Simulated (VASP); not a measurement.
# C (P6_3/mmc) in VASP: notebook, part 2 of 2

VASP 6.6.1. Earlier steps stand in the parts before.

### 6 Relaxation of the atoms, r2SCAN (strained cell)

The input, POSCAR:

```
C
1.0
    2.5033890674      0.0000000000      0.0000000000
   -1.2516945337      2.1679985279      0.0000000000
    0.0000000000      0.0000000000      4.1271665148
C
4
Direct
    0.3333333333      0.6666666667     -0.0002547465
    0.6666666667      0.3333333333      0.4997452535
    0.3333333333      0.6666666667      0.3742547465
    0.6666666667      0.3333333333      0.8742547465
```

The input, INCAR.step1:

```
SYSTEM = C
  PREC = Accurate
  ENCUT = 520
  ISMEAR = 0
  SIGMA = 0.02
  LREAL = .FALSE.
  LASPH = .TRUE.
  NELM = 80
  GGA = PE
  ALGO = Normal
  EDIFF = 1E-4
  LWAVE = .TRUE.
  LCHARG = .FALSE.
```

The input, INCAR.step2:

```
SYSTEM = C
  PREC = Accurate
  ENCUT = 520
  EDIFF = 1E-7
  ISMEAR = 0
  SIGMA = 0.02
  LREAL = .FALSE.
  LASPH = .TRUE.
  NELM = 80
  ALGO = Normal
  ISIF = 2
  LWAVE = .FALSE.
  LCHARG = .FALSE.
  METAGGA = R2SCAN
  LMIXTAU = .TRUE.
  IBRION = 2
  NSW = 60
  EDIFFG = -0.002
  ISTART = 1
```

The input, KPOINTS:

```
regular mesh
0
G
  9 9 6
  0 0 0
```

Potentials or basis: VASP PAW PBE potentials, release 64 (C).

Launch:

```console
cat potpaw_PBE.64/C/POTCAR > POTCAR
cp INCAR.step1 INCAR
mpirun -np 1 vasp_std > vasp.out
cp INCAR.step2 INCAR
mpirun -np 1 vasp_std > vasp.out
```

OUTCAR:

```text
SYSTEM = C
   PREC = Accurate
   ENCUT = 520
   EDIFF = 1E-7
   ISMEAR = 0
   LREAL = .FALSE.
   LASPH = .TRUE.
   NELM = 80
   ISIF = 2
   METAGGA = R2SCAN
   IBRION = 2
   NSW = 60
   EDIFFG = -0.002
   ISTART = 1

 ion  position               nearest neighbor table
   1  0.333  0.667  1.000-   4 1.54   4 1.54   4 1.54   3 1.55
   2  0.667  0.333  0.500-   3 1.54   3 1.54   3 1.54   4 1.55
   3  0.333  0.667  0.374-   2 1.54   2 1.54   2 1.54   1 1.55
   4  0.667  0.333  0.874-   1 1.54   1 1.54   1 1.54   2 1.55

  LATTYP: Found a hexagonal cell.
 ALAT       =     2.5033890674
 C/A-ratio  =     1.6486316764

  Lattice vectors:

 A1 = (   2.5033890674,   0.0000000000,   0.0000000000)
 A2 = (  -1.2516945337,   2.1679985279,   0.0000000000)
 A3 = (   0.0000000000,   0.0000000000,   4.1271665148)

Analysis of symmetry for initial positions (statically):
=====================================================================
 Subroutine PRICEL returns:
 Original cell was already a primitive cell.

 Routine SETGRP: Setting up the symmetry group for a
 hexagonal supercell.

 Subroutine GETGRP returns: Found 24 space group operations
 (whereof  6 operations were pure point group operations)
 out of a pool of 24 trial point group operations.
[... 246 lines left out ...]

 number of electron      16.0000000 magnetization

 Free energy of the ion-electron system (eV)
  ---------------------------------------------------
  ext. energy  EPLUGINS =         0.00000000
  ---------------------------------------------------
  free energy    TOTEN  =       -39.19244875 eV

  energy without entropy =      -39.19244875  energy(sigma->0) =      -39.19244875

 E-fermi :  10.3808     XC(G=0): -14.3205

 val. band max:       10.2226035213   @ k =   0.0000   0.0000   0.0000
 cond. band min:      13.7527750595   @ k =   0.3333   0.3333   0.0000
 fundamental gap:      3.5301715382
 Fermi energy:        10.3808452244

 k-point     1 :       0.0000    0.0000    0.0000
  band No.  band energies     occupation
      1     -12.9952      2.00000
      2      -7.0398      2.00000
      3      -4.3222      2.00000
      4       6.7935      2.00000
      5       6.7935      2.00000
      6       9.6967      2.00000
      7      10.2226      2.00000
      8      10.2226      2.00000
      9      15.2919      0.00000
     10      15.2919      0.00000
     11      16.1081      0.00000
     12      18.5313      0.00000
[... 331 lines left out ...]
 k-point    24 :       0.3333    0.3333    0.1667
  band No.  band energies     occupation
      1      -5.3909      2.00000
      2      -5.3909      2.00000
      3      -1.3670      2.00000
      4      -1.0815      2.00000
      5      -1.0815      2.00000
      6       2.3536      2.00000
      7       3.4896      2.00000
      8       3.4896      2.00000
      9      14.6462      0.00000
     10      21.3671      0.00000
     11      21.3671      0.00000
     12      23.3530      0.00000

 [... further k-points ...]

------------------------ aborting loop because EDIFF is reached ----------------------------------------

  FORCE on cell =-STRESS in cart. coord.  units (eV):
  Direction    XX          YY          ZZ          XY          YZ          ZX
  --------------------------------------------------------------------------------------
  -------------------------------------------------------------------------------------
  Total        0.1578073      0.1578073      2.1269327      0.0000000      0.0000000      0.0000000
  in kB       11.2875166     11.2875166    152.1335516      0.0000000      0.0000000      0.0000000
  external PRESSURE =      58.2361950 kB  Pullay stress =       0.0000000 kB
[... 19 lines left out ...]
  FREE ENERGIE OF THE ION-ELECTRON SYSTEM (eV)
  ---------------------------------------------------
  free  energy   TOTEN  =       -39.1924487460 eV

  energy  without entropy=      -39.1924487460  energy(sigma->0) =      -39.19244875

 reached required accuracy - stopping structural energy minimisation
```

OUTCAR.step1:

```text
SYSTEM = C
   PREC = Accurate
   ENCUT = 520
   ISMEAR = 0
   LREAL = .FALSE.
   LASPH = .TRUE.
[... 592 lines left out ...]
      1.25169      0.72267      2.06253        -0.000000      0.000000     -0.001839
     -0.00000      1.44533      1.54461         0.000000     -0.000000      0.001839
      1.25169      0.72267      3.60819        -0.000000      0.000000      0.001839
 -----------------------------------------------------------------------------------
    total drift:                               -0.000000      0.000000      0.000003

  FREE ENERGIE OF THE ION-ELECTRON SYSTEM (eV)
  ---------------------------------------------------
  free  energy   TOTEN  =       -36.2528057760 eV

  energy  without entropy=      -36.2528057760  energy(sigma->0) =      -36.25280578
```

It took 50 s on 1 thread of Intel Xeon 6975P-C (Granite Rapids), shared host; peak memory 0.13 GiB.

What came out:

```yaml
Free_energy: -39.1924 eV
Energy_gained_by_relaxing: 0.0 meV/atom
Ionic_steps: 3
Pressure_after_relaxing: 5.8 GPa
Band_gap_on_the_k_mesh: 3.53 eV, indirect (least direct gap 5.07 eV)
```

Stress tensor (GPa, compression positive):
```
 1.13  0.00  0.00
 0.00  1.13  0.00
 0.00  0.00 15.21
```

Final structure:
```xyz
4
Lattice="2.5034 0.0000 0.0000 -1.2517 2.1680 0.0000 0.0000 0.0000 4.1272" Properties=species:S:1:pos:R:3 pbc="T T T"
C     0.0000    1.4453    4.1262
C     1.2517    0.7227    2.0626
C     0.0000    1.4453    1.5446
C     1.2517    0.7227    3.6081
```

Levels at points of the mesh, in eV from the valence-band top:
```tsv
k point	band 4	band 5	band 6	band 7	band 8	band 9	band 10	band 11	band 12
(0.00, 0.00, 0.00)	-3.43	-3.43	-0.53	0.00	0.00	5.07	5.07	5.89	8.31
(0.00, 0.00, 0.50)	-7.45	-2.07	-2.07	-2.07	-2.07	7.58	7.58	7.58	7.58
```

Caveat: the cell differs from its parent crystal (strained cell); the PAW data sets were made with another functional, which shifts forces and pressure a little.

### 7 Overview

```csv
task,cell,smearing,gap on the mesh (eV),pressure (GPa),largest force (eV/Å)
single point,"a = 2.503, b = 2.503, c = 4.127 Å, angles 90.0, 90.0, 120.0°, 4 atoms",gaussian 0.02 eV,3.53,5.8,0.01
single point,"a = 2.503, b = 2.503, c = 4.127 Å, angles 90.0, 90.0, 120.0°, 4 atoms",gaussian 0.01 eV,3.53,5.8,0.01
relaxation of the atoms,"atoms relaxed from a = 2.455, b = 2.455, c = 4.127 Å, angles 90.0, 90.0, 120.0°, 4 atoms",gaussian 0.02 eV,3.33,25.4,-
relaxation of the atoms,"atoms relaxed from a = 2.504, b = 2.504, c = 4.127 Å, angles 90.0, 90.0, 120.0°, 4 atoms",gaussian 0.02 eV,3.53,5.6,-
relaxation of the atoms,"atoms relaxed from a = 2.503, b = 2.503, c = 4.127 Å, angles 90.0, 90.0, 120.0°, 4 atoms",gaussian 0.02 eV,3.53,5.8,-
```

Alike in all rows: level r2SCAN; potentials or basis VASP PAW PBE potentials, release 64 (C); no spin polarisation; k mesh 9 × 9 × 6; cutoff (eV) 520.

Caveats: the PAW data sets were made with another functional, which shifts forces and pressure a little.

Absolute energies hang on the potentials; compare differences alone.
